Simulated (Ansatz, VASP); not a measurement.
## Two plane-wave programs on Rb

```
Rb
1.0
     0.00000    3.47843    3.47843
     3.47843    0.00000    3.47843
     3.47843    3.47843    0.00000
Rb
1
Direct
  0.00000 0.00000 0.00000
```

Alike in both runs: task single point; functional PBE; k mesh 9 × 9 × 9; occupations fermi-dirac, width 0.1 eV; no spin polarisation.

|  | VASP | Ansatz |
| --- | --- | --- |
| version | VASP 6.6.1 | Ansatz 0.2.0 |
| potentials or method | VASP PAW PBE potentials, release 64 (Rb_sv), cutoff 520 eV | plane waves (420 eV) with PAW, scalar-relativistic |
| valence electrons in the cell | 9 | 9 |

|  | VASP | Ansatz | Ansatz less VASP |
| --- | --- | --- | --- |
| pressure (GPa) | 0.3 | 0.3 | 0.00 |

The functional is the same, so the differences come from potentials, cutoffs and numerics.
